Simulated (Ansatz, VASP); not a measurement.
BiTe: VASP beside Ansatz

Contents of INCAR:

```
SYSTEM = BiTe
PREC = Accurate
ENCUT = 520
EDIFF = 1E-7
ISMEAR = -1
SIGMA = 0.05
LREAL = .FALSE.
LASPH = .TRUE.
NELM = 80
ALGO = Normal
ISIF = 2
LWAVE = .FALSE.
LCHARG = .FALSE.
GGA = CA
NBANDS = 18
```

KPOINTS

```
regular mesh
0
G
  10 10 10
  0 0 0
```

File POSCAR:

```
BiTe
1.0
    0.0000000000      3.2533160000      3.2533160000
    3.2533160000      0.0000000000      3.2533160000
    3.2533160000      3.2533160000      0.0000000000
Bi Te
1 1
Direct
    0.0000000000      0.0000000000      0.0000000000
    0.5000000000      0.5000000000      0.5000000000
```

Input for Ansatz:

```yaml
crystal:
  lattice:
    - [0.0, 3.253316, 3.253316]
    - [3.253316, 0.0, 3.253316]
    - [3.253316, 3.253316, 0.0]
  atoms:
    - { symbol: Bi, position: [0.0, 0.0, 0.0] }
    - { symbol: Te, position: [0.5, 0.5, 0.5] }
kpoints:
  mp_grid: { grid: [10, 10, 10] }
  band_path:
    path:
      - [0.0, 0.0, 0.0]
      - [0.5, 0.0, 0.5]
      - [0.625, 0.25, 0.625]
      - [0.375, 0.375, 0.75]
      - [0.0, 0.0, 0.0]
      - [0.5, 0.5, 0.5]
      - [0.5, 0.25, 0.75]
      - [0.5, 0.0, 0.5]
    npoints: 14
scf:
  occupations: { method: fermi_dirac, width: 0.05 }
hamiltonian:
  xc: lda
  pseudopotentials: { kind: all_electron, lapw: { basis_error: 0.001 } }
output:
  forces: true
  stress: true
  eigenvalues: true
  populations: true
```

Alike in both runs: task single point; functional LDA; k mesh 10 × 10 × 10; occupations fermi-dirac, width 0.05 eV; no spin polarisation.

|  | VASP | Ansatz |
| --- | --- | --- |
| version | VASP 6.6.1 | Ansatz 0.2.0 |
| potentials or method | VASP PAW LDA potentials, release 64 (Bi_d, Te), cutoff 520 eV | all-electron LAPW, scalar-relativistic |

```tsv
	VASP	Ansatz	Ansatz less VASP
pressure (GPa)	-3.5	-3.5	-0.04
```

LDA's correlation is that of Perdew and Zunger in VASP and of Perdew and Wang (1992) in Ansatz. Ansatz ran all-electron here, and VASP with PAW potentials.

Spin-orbit coupling is off throughout.
